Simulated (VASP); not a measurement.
A run of VASP 6.6.1 is set up as follows.

File INCAR:

```
  PREC = Accurate
  ENCUT = 600
  EDIFF = 1E-8
  ISMEAR = -1
  SIGMA = 0.05
  LREAL = False
  LASPH = True
  NELM = 60
  ALGO = Normal
  ISIF = 3
  LWAVE = False
  LCHARG = True
  IBRION = 6
  NFREE = 2
  POTIM = 0.015
  NSW = 1
```

KPOINTS

```
regular mesh
0
Gamma
  7 7 7
```

The input POSCAR:

```
InAs
1.0
    0.0000000000      3.0180000000      3.0180000000
    3.0180000000      0.0000000000      3.0180000000
    3.0180000000      3.0180000000      0.0000000000
In As
1 1
Direct
    0.0000000000      0.0000000000      0.0000000000
    0.7500000000      0.7500000000      0.7500000000
```

Potentials or basis: VASP PAW LDA potentials, release 64 (In_d, As).

The run is started by

```bash
$ cat potpaw_LDA.64/In_d/POTCAR potpaw_LDA.64/As/POTCAR > POTCAR
$ mpirun -np 1 vasp_std > vasp.out
```

Predict the elastic constants C11, C12, C44.

84, 48, 36 GPa.

Predict the Voigt bulk modulus.

60 GPa.

Estimate the highest phonon frequency at Γ, LO-TO splitting left out.

212 cm⁻¹.

Phonon frequencies in cm⁻¹ (negative: imaginary):
| q point | frequencies |
| --- | --- |
| (0.000, 0.000, 0.000) | 0 0 0 212 212 212 |
